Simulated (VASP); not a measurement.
A run of VASP 6.6.1:

INCAR

```
SYSTEM = SnSe
PREC = Accurate
ENCUT = 520
EDIFF = 1E-6
ISMEAR = -1
SIGMA = 0.05
LREAL = .False.
LASPH = .True.
NELM = 60
ALGO = Normal
ISIF = 2
LWAVE = .False.
LCHARG = .True.
GGA = PE
LELF = .True.
LVHAR = .True.
NBANDS = 28
```

The input KPOINTS:

```
Automatic mesh
0
Gamma
  9 9 5
  0 0 0
```

POSCAR

```
SnSe
1.0
    4.9529866778      0.0000000000      0.0000000000
   -2.4764933389      4.2894122876      0.0000000000
    0.0000000000      0.0000000000      5.9174797533
Sn Se
2 2
Direct
    0.3333333333      0.6666666667     -0.0619673974
    0.6666666667      0.3333333333      0.4380326026
    0.3333333333      0.6666666667      0.4379673974
    0.6666666667      0.3333333333      0.9379673974
```

Potentials or basis: VASP PAW PBE potentials, release 64 (Sn_d, Se).

Run with:

```bash
$ cat potpaw_PBE.64/Sn_d/POTCAR potpaw_PBE.64/Se/POTCAR > POTCAR
$ mpirun -np 1 vasp_std > vasp.out
```

Hardware: 1 thread of Intel(R) Xeon(R) 6975P-C (Granite Rapids), with other jobs on the host.

**Question.** Estimate the wall time of this run.

**Answer.** It took 62 s on 1 thread of Intel(R) Xeon(R) 6975P-C (Granite Rapids), with other jobs on the host, peak memory 0.31 GiB. Counts: scf iterations 14, k points 36.
